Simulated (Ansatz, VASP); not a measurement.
# One calculation of Lu, two programs

```xyz
2
Lattice="3.5048 0.0000 0.0000 -1.7524 3.0353 0.0000 0.0000 0.0000 5.4697" Properties=species:S:1:pos:R:3 pbc="T T T"
Lu    0.0000    2.0235    1.3674
Lu    1.7524    1.0118    4.1023
```

Alike in both runs: task single point; functional r2SCAN; k mesh 10 × 10 × 6; occupations fermi-dirac, width 1 eV; no spin polarisation.

|  | VASP | Ansatz |
| --- | --- | --- |
| version | VASP 6.6.1 | Ansatz 0.2.0 |
| potentials or method | VASP PAW PBE potentials, release 64 (Lu), cutoff 520 eV | plane waves (500 eV) with PAW, scalar-relativistic |
| valence electrons in the cell | 50 | 50 |

|  | VASP | Ansatz | Ansatz less VASP |
| --- | --- | --- | --- |
| pressure (GPa) | 4.3 | 3.8 | -0.49 |
| traceless stress, the component that is largest in VASP (GPa) | 2.16 | 2.11 | -0.057 |

VASP's potentials were made for PBE, not for r2SCAN.

Spin-orbit coupling is off throughout.
